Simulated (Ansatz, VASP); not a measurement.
# ReS in VASP and in Ansatz

The input INCAR:

```
SYSTEM = ReS
PREC     = Accurate       ! precision mode
ENCUT    = 520            ! plane-wave cutoff, eV
EDIFF    = 1E-6           ! SCF threshold, eV
ISMEAR   = 0              ! smearing method
SIGMA    = 0.05           ! smearing width, eV
LREAL    = .FALSE.        ! projectors in reciprocal space
LASPH    = .TRUE.         ! aspherical terms in the spheres
NELM     = 150            ! most SCF steps
ALGO     = Normal         ! electronic algorithm
ISIF     = 2              ! what is computed and relaxed
LWAVE    = .FALSE.        ! write WAVECAR
LCHARG   = .FALSE.        ! write CHGCAR
ISPIN    = 2              ! spin polarisation
MAGMOM   = 0.05 0         ! initial moments
LORBIT   = 11             ! projections on sites
LMAXMIX  = 4              ! l up to which the mixer works
GGA      = PS             ! functional
NBANDS   = 18             ! bands
```

KPOINTS

```
Automatic mesh
0
G
  10 10 10
  0 0 0
```

The input POSCAR:

```
ReS
1.0
    0.0000000000      2.5564523625      2.5564523625
    2.5564523625      0.0000000000      2.5564523625
    2.5564523625      2.5564523625      0.0000000000
Re S
1 1
Direct
    0.0000000000      0.0000000000      0.0000000000
    0.2500000000      0.2500000000      0.2500000000
```

Input for Ansatz:

```yaml
crystal:
  lattice:
    - [0.0, 2.5564523625, 2.5564523625]
    - [2.5564523625, 0.0, 2.5564523625]
    - [2.5564523625, 2.5564523625, 0.0]
  atoms:
    - { symbol: Re, position: [0.0, 0.0, 0.0], spin: 0.05 }
    - { symbol: S, position: [0.25, 0.25, 0.25] }
basis:
  ecutwfc: 420
  ecutrho_ratio: 4
kpoints:
  mp_grid: { grid: [10, 10, 10] }
hamiltonian:
  xc: pbesol
scf:
  occupations: { method: gaussian, width: 0.05 }
output:
  forces: true
  stress: true
  eigenvalues: true
  populations: true
magnetization:
  spin_polarized: true
```

Alike in both runs: task single point; functional PBEsol; k mesh 10 × 10 × 10; occupations gaussian, width 0.05 eV; collinear spin.

|  | VASP | Ansatz |
| --- | --- | --- |
| version | VASP 6.6.1 | Ansatz 0.2.0 |
| potentials or method | VASP PAW PBE potentials, release 64 (Re, S), cutoff 520 eV | scalar-relativistic, plane waves, PAW |
| valence electrons in the cell | 13 | 21 |

|  | VASP | Ansatz | Ansatz less VASP |
| --- | --- | --- | --- |
| gap on the k mesh at the Fermi level (eV) | none | none | - |
| pressure (GPa) | 11.3 | 8.8 | -2.52 |
| net moment per atom (μB) | 0.01 | 0.00 | -0.013 |

VASP's potentials were made for PBE, not for PBEsol. A gap of «none» marks a metal or a gap that the smearing closes. VASP's potentials hold 13 valence electrons a cell and Ansatz's 21, so a difference there can come from the potentials and not from the codes. Ansatz's warnings: seeded moment not kept.

Spin-orbit coupling is off throughout.
